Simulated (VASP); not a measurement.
Input of a VASP 6.6.1 run:

File POSCAR:

```
TaN
1.0
    0.0000000000      2.1985809056      2.1985809056
    2.1985809056      0.0000000000      2.1985809056
    2.1985809056      2.1985809056      0.0000000000
Ta N
1 1
Direct
    0.0000000000      0.0000000000      0.0000000000
    0.5000000000      0.5000000000      0.5000000000
```

Contents of INCAR.step1:

```
PREC = Accurate ; ENCUT = 600
ISMEAR = 0 ; SIGMA = 0.1
LREAL = False ; LASPH = True
NELM = 100 ; GGA = PE
ALGO = Normal ; EDIFF = 1E-4
LWAVE = True ; LCHARG = False
```

INCAR.step2

```
PREC = Accurate ; ENCUT = 600
EDIFF = 1E-6 ; ISMEAR = 0
SIGMA = 0.1 ; LREAL = False
LASPH = True ; NELM = 100
ALGO = Normal ; ISIF = 3
LWAVE = False ; LCHARG = False
METAGGA = R2SCAN ; LMIXTAU = True
IBRION = 2 ; NSW = 80
EDIFFG = -0.01 ; ISTART = 1
```

File KPOINTS:

```
Automatic mesh
0
Gamma
  16 16 16
```

Potentials or basis: VASP PAW PBE potentials, release 64 (Ta_pv, N).

Run with:

```console
$ cat potpaw_PBE.64/Ta_pv/POTCAR potpaw_PBE.64/N/POTCAR > POTCAR
$ cp INCAR.step1 INCAR
$ mpirun -np 1 vasp_std > vasp.out
$ cp INCAR.step2 INCAR
$ mpirun -np 1 vasp_std > vasp.out
```

**Question.** Predict the band gap on the k mesh.

**Answer.** Zero (band 8 reaches 11.47 eV, above the bottom of band 9 at 7.41 eV).

**Question.** Estimate the relaxed cell.

**Answer.** a = 3.115 Å, b = 3.115 Å, c = 3.115 Å, α = 60.00°, β = 60.00°, γ = 60.00°.

**Question.** What does it give for the relaxed volume?

**Answer.** 10.68 Å³/atom.

**Question.** Estimate the space group after relaxing (to 0.05 Å).

**Answer.** Fm-3m (No. 225).

Final structure:
```cif
data_structure
_symmetry_space_group_name_H-M 'P 1'
_symmetry_Int_Tables_number 1
_cell_length_a 3.1146
_cell_length_b 3.1146
_cell_length_c 3.1146
_cell_angle_alpha 60.000
_cell_angle_beta 60.000
_cell_angle_gamma 60.000
_cell_volume 21.36
loop_
_atom_site_label
_atom_site_type_symbol
_atom_site_fract_x
_atom_site_fract_y
_atom_site_fract_z
_atom_site_occupancy
Ta1 Ta 0.00000 0.00000 0.00000 1
N1 N 0.50000 0.50000 0.50000 1
```

Caveat: the PAW data sets were made with another functional, which shifts forces and pressure a little; spin-orbit coupling is left out, which moves the levels of the heavy elements.
